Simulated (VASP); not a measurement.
# AlN in VASP: a series of runs

AlN is run at these levels: r2SCAN, PBE; tasks: single point.

All numbers are computed with VASP 6.6.1; they aren't measurements. Logs are shortened: lines on timing, memory, paths and dates and some standing lists are left out, and cuts for length are marked.

**1. The cell of the first run**

The structure is cubic, space group Fm-3m (No. 225). The conventional cell has a = 4.038 Å, b = 4.038 Å, c = 4.038 Å, α = 90.00°, β = 90.00°, γ = 90.00°. Al (site symmetry m-3m) has 6 N at 2.02 Å within 2.7 Å. N (site symmetry m-3m) has 6 Al at 2.02 Å within 2.7 Å.

**2. Single point, r2SCAN**

Input file POSCAR:

```
AlN
1.0
    0.0000000000      2.0188684521      2.0188684521
    2.0188684521      0.0000000000      2.0188684521
    2.0188684521      2.0188684521      0.0000000000
Al N
1 1
Direct
    0.0000000000      0.0000000000      0.0000000000
    0.5000000000      0.5000000000      0.5000000000
```

Input file INCAR.step1:

```
SYSTEM = AlN
PREC = Accurate ; ENCUT = 520
ISMEAR = 0 ; SIGMA = 0.01
LREAL = .FALSE. ; LASPH = .TRUE.
NELM = 60 ; NBANDS = 11
GGA = PE ; ALGO = Normal
EDIFF = 1E-4 ; LWAVE = .TRUE.
LCHARG = .FALSE.
```

Input file INCAR.step2:

```
SYSTEM = AlN
PREC = Accurate ; ENCUT = 520
EDIFF = 1E-6 ; ISMEAR = 0
SIGMA = 0.01 ; LREAL = .FALSE.
LASPH = .TRUE. ; NELM = 60
ALGO = Normal ; ISIF = 2
LWAVE = .FALSE. ; LCHARG = .FALSE.
METAGGA = R2SCAN ; LMIXTAU = .TRUE.
NBANDS = 11 ; ISTART = 1
```

Input file KPOINTS:

```
Automatic mesh
0
G
  10 10 10
  0 0 0
```

Potentials or basis: VASP PAW PBE potentials, release 64 (Al, N).

On the command line:

```bash
cat potpaw_PBE.64/Al/POTCAR potpaw_PBE.64/N/POTCAR > POTCAR
cp INCAR.step1 INCAR
mpirun -np 1 vasp_std > vasp.out
cp INCAR.step2 INCAR
mpirun -np 1 vasp_std > vasp.out
```

OUTCAR:

```text
SYSTEM = AlN
   PREC = Accurate
   ENCUT = 520
   EDIFF = 1E-6
   ISMEAR = 0
   LREAL = .FALSE.
   LASPH = .TRUE.
   NELM = 60
   ISIF = 2
   METAGGA = R2SCAN
   ISTART = 1

 ion  position               nearest neighbor table
   1  0.000  0.000  0.000-   2 2.02   2 2.02   2 2.02   2 2.02   2 2.02   2 2.02
   2  0.500  0.500  0.500-   1 2.02   1 2.02   1 2.02   1 2.02   1 2.02   1 2.02

  LATTYP: Found a face centered cubic cell.
 ALAT       =     4.0377369042

  Lattice vectors:

 A1 = (   0.0000000000,   2.0188684521,   2.0188684521)
 A2 = (   2.0188684521,   0.0000000000,   2.0188684521)
 A3 = (   2.0188684521,   2.0188684521,   0.0000000000)

Analysis of symmetry for initial positions (statically):
=====================================================================
 Subroutine PRICEL returns:
 Original cell was already a primitive cell.

 Routine SETGRP: Setting up the symmetry group for a
 face centered cubic supercell.

 Subroutine GETGRP returns: Found 48 space group operations
 (whereof 48 operations were pure point group operations)
 out of a pool of 48 trial point group operations.

The static configuration has the point symmetry O_h .

Analysis of symmetry for dynamics (positions and initial velocities):
=====================================================================
 Subroutine PRICEL returns:
 Original cell was already a primitive cell.

 Routine SETGRP: Setting up the symmetry group for a
 face centered cubic supercell.

 Subroutine GETGRP returns: Found 48 space group operations
 (whereof 48 operations were pure point group operations)
 out of a pool of 48 trial point group operations.

The dynamic configuration has the point symmetry O_h .

 Subroutine INISYM returns: Found 48 space group operations
 (whereof 48 operations are pure point group operations),
 and found     1 'primitive' translations

----------------------------------------------------------------------------------------

                                     Primitive cell

  volume of cell :      16.4571

  direct lattice vectors                    reciprocal lattice vectors
     0.000000000  2.018868452  2.018868452    -0.247663487  0.247663487  0.247663487
     2.018868452  0.000000000  2.018868452     0.247663487 -0.247663487  0.247663487
     2.018868452  2.018868452  0.000000000     0.247663487  0.247663487 -0.247663487

  length of vectors
     2.855111146  2.855111146  2.855111146     0.428965742  0.428965742  0.428965742

  position of ions in fractional coordinates (direct lattice)
[... 83 lines left out ...]
   IBRION =     -1    ionic relax: 0-MD 1-quasi-New 2-CG
   NFREE  =      0    steps in history (QN), initial steepest desc. (CG)
   ISIF   =      2    stress and relaxation
   ISYM   =      2    0-nonsym 1-usesym 2-fastsym
   POTIM  = 0.5000    time-step for ionic-motion
   TEBEG  =    0.0;   TEEND  =   0.0 temperature during run
   PSTRESS=    0.0 pullay stress
   NELECT =       8.0000    total number of electrons
   NUPDOWN=      -1.0000    fix difference up-down
   EMIN   =  10.00;   EMAX   =-10.00  energy-range for DOS
   EFERMI =   0.00;   METHOD = LEGACY
   ISMEAR =     0;   SIGMA  =   0.01  broadening in eV -4-tet -1-fermi 0-gaus
   EFERMI_NEDOS =   21; number of points for ismear=-14 and -15
   IALGO  =     38    algorithm
   IMIX   =      4    mixing-type and parameters
     AMIX     =   0.40;   BMIX     =  1.00
     AMIX_MAG =   1.60;   BMIX_MAG =  1.00
  volume/ion in A,a.u.               =       8.23        55.53
  Fermi-wavevector in a.u.,A,eV,Ry     =   1.287222  2.432497 22.544046  1.656941
  Thomas-Fermi vector in A             =   2.419249
   LORBIT       =      0    0 simple, 1 ext, 2 COOP (PROOUT), +10 PAW based schemes
   METAGGA = R2SCAN    functional components
   LHFCALC =     F    Hartree Fock is set to
   AEXX    =    0.0000 exact exchange contribution
   IVDW    =     0    specifies the selected vdW correction
   LEPSILON=     F    determine dielectric tensor
   LRPA    =     F    only Hartree local field effects (RPA)
 non-spin polarized calculation
 Gauss-broadening in eV      SIGMA  =   0.01
  energy-cutoff  :      520.00
  volume of cell :       16.46
 maximum number of plane-waves:       459
 NGX is ok and might be reduce to    24
   NGX = 11   NGY = 11   NGZ = 11

 number of electron       7.9999999 magnetization

 Free energy of the ion-electron system (eV)
  ---------------------------------------------------
  ext. energy  EPLUGINS =         0.00000000
  ---------------------------------------------------
  free energy    TOTEN  =       -18.89692626 eV

  energy without entropy =      -18.89692626  energy(sigma->0) =      -18.89692626

 E-fermi :   9.9198     XC(G=0): -12.8988

 val. band max:        9.8267135053   @ k =   0.0000   0.0000   0.0000
 cond. band min:      15.3535283779   @ k =   0.5000   0.5000   0.0000
 fundamental gap:      5.5268148725
 Fermi energy:         9.9198400706

 k-point     1 :       0.0000    0.0000    0.0000
  band No.  band energies     occupation
      1      -8.6123      2.00000
      2       9.8267      2.00000
      3       9.8267      2.00000
      4       9.8267      2.00000
      5      16.4056      0.00000
      6      22.7524      0.00000
      7      22.7524      0.00000
      8      22.7524      0.00000
      9      28.4352      0.00000
     10      28.4352      0.00000
     11      28.5522      0.00000
[... 309 lines left out ...]
 k-point    24 :       0.4000    0.3000    0.0000
  band No.  band energies     occupation
      1      -5.5751      2.00000
      2       3.7890      2.00000
      3       6.9454      2.00000
      4       7.4558      2.00000
      5      16.8316      0.00000
      6      17.5634      0.00000
      7      23.2243      0.00000
      8      26.6971      0.00000
      9      27.5785      0.00000
     10      32.7558      0.00000
     11      36.2200      0.00000

 [... further k-points ...]
[... 5 lines left out ...]
  --------------------------------------------------------------------------------------
  -------------------------------------------------------------------------------------
  Total       -0.0828321     -0.0828321     -0.0828321      0.0000000      0.0000000      0.0000000
  in kB       -8.0640907     -8.0640907     -8.0640907      0.0000000      0.0000000      0.0000000
  external PRESSURE =      -8.0640907 kB  Pullay stress =       0.0000000 kB

 VOLUME and BASIS-vectors are now :
 -----------------------------------------------------------------------------
  energy-cutoff  :      520.00
  volume of cell :       16.46
      direct lattice vectors                 reciprocal lattice vectors
     0.000000000  2.018868452  2.018868452    -0.247663487  0.247663487  0.247663487
     2.018868452  0.000000000  2.018868452     0.247663487 -0.247663487  0.247663487
     2.018868452  2.018868452  0.000000000     0.247663487  0.247663487 -0.247663487

 POSITION                                       TOTAL-FORCE (eV/Angst)
 -----------------------------------------------------------------------------------
      0.00000      0.00000      0.00000        -0.000000     -0.000000      0.000000
      2.01887      2.01887      2.01887         0.000000      0.000000     -0.000000
 -----------------------------------------------------------------------------------
    total drift:                               -0.000000     -0.000000      0.000000

  FREE ENERGIE OF THE ION-ELECTRON SYSTEM (eV)
  ---------------------------------------------------
  free  energy   TOTEN  =       -18.8969262624 eV

  energy  without entropy=      -18.8969262624  energy(sigma->0) =      -18.89692626
```

OUTCAR.step1:

```text
SYSTEM = AlN
   PREC = Accurate
   ENCUT = 520
   ISMEAR = 0
   LREAL = .FALSE.
   LASPH = .TRUE.
[... 558 lines left out ...]
      0.00000      0.00000      0.00000        -0.000000     -0.000000     -0.000000
      2.01887      2.01887      2.01887         0.000000      0.000000      0.000000
 -----------------------------------------------------------------------------------
    total drift:                               -0.000000     -0.000000      0.000000

  FREE ENERGIE OF THE ION-ELECTRON SYSTEM (eV)
  ---------------------------------------------------
  free  energy   TOTEN  =       -14.5383936251 eV

  energy  without entropy=      -14.5383936251  energy(sigma->0) =      -14.53839363
```

Wall time 15 s (1 thread of Intel Xeon 6975P-C, shared host); peak memory 0.14 GiB.

What came out:

```yaml
Free_energy: -18.8969 eV
Pressure: -0.8 GPa
Band_gap_on_the_k_mesh: 5.53 eV, indirect (least direct gap 6.58 eV)
```

Levels at points of the mesh, in eV from the valence-band top:
```csv
k point,band 1,band 2,band 3,band 4,band 5,band 6,band 7,band 8,band 9
"(0.00, 0.00, 0.00)",-18.44,0.00,0.00,0.00,6.58,12.93,12.93,12.93,18.61
"(0.50, 0.00, 0.00)",-15.18,-8.47,-1.16,-1.16,6.94,11.94,11.94,14.70,17.53
"(0.50, 0.50, 0.00)",-14.21,-7.57,-2.91,-2.91,5.53,5.97,15.43,18.77,18.77
```

Caveat: the PAW data sets were made with another functional, which shifts forces and pressure a little.

**3. Single point, PBE (epitaxial 111 strain -4.0%)**

Input file INCAR:

```
ALGO     = Normal         # electronic algorithm
EDIFF    = 1E-6           # SCF threshold, eV
ENCUT    = 520            # plane-wave cutoff, eV
GGA      = PE             # functional
ISIF     = 2              # what is computed and relaxed
ISMEAR   = -1             # smearing method
LASPH    = T              # aspherical terms in the spheres
LCHARG   = T              # write CHGCAR
LELF     = T              # ELF
LREAL    = F              # projectors in reciprocal space
LVHAR    = T            
LWAVE    = F              # write WAVECAR
NBANDS   = 11             # bands
NELM     = 60             # most SCF steps
PREC     = Accurate       # precision mode
SIGMA    = 0.02           # smearing width, eV
```

Input file KPOINTS:

```
k-points
0
Gamma
  10 10 10
```

Input file POSCAR:

```
AlN
1.0
    0.0616615964      1.9997753105      1.9997753105
    1.9997753105      0.0616615964      1.9997753105
    1.9997753105      1.9997753105      0.0616615964
Al N
1 1
Direct
    0.0000000000      0.0000000000      0.0000000000
    0.5000000000      0.5000000000      0.5000000000
```

Potentials or basis: VASP PAW PBE potentials, release 64 (Al, N).

On the command line:

```bash
cat potpaw_PBE.64/Al/POTCAR potpaw_PBE.64/N/POTCAR > POTCAR
mpirun -np 1 vasp_std > vasp.out
```

Run time: 7.3 s. Hardware: 1 thread of Intel Xeon 6975P-C, shared host; peak memory 0.15 GiB.

Results (log left out):

```yaml
Free_energy: -14.3559 eV
Pressure: 30.6 GPa
Band_gap_on_the_k_mesh: 4.49 eV, indirect (least direct gap 6.46 eV)
```

Stress tensor (GPa, compression positive):
```
 30.59 -11.44 -11.44
-11.44  30.59 -11.44
-11.44 -11.44  30.59
```

Levels at points of the mesh, in eV from the valence-band top:
| k point | band 1 | band 2 | band 3 | band 4 | band 5 | band 6 | band 7 | band 8 | band 9 |
| --- | --- | --- | --- | --- | --- | --- | --- | --- | --- |
| (0.00, 0.00, 0.00) | -18.55 | -0.73 | 0.00 | 0.00 | 6.46 | 11.39 | 12.68 | 12.68 | 17.41 |
| (0.50, 0.00, 0.00) | -14.86 | -8.96 | -1.81 | -1.35 | 6.10 | 10.97 | 11.47 | 14.33 | 16.57 |
| (0.50, 0.50, 0.00) | -13.85 | -8.18 | -3.59 | -2.90 | 4.49 | 5.59 | 14.65 | 18.29 | 18.42 |
| (0.50, 0.50, 0.50) | -15.22 | -9.42 | -1.12 | -1.12 | 7.10 | 12.19 | 12.19 | 13.70 | 17.35 |

Caveat: the cell differs from its parent crystal (epitaxial 111 strain -4.0%). A k mesh can miss the band edges.

[end of part 1 of 2]
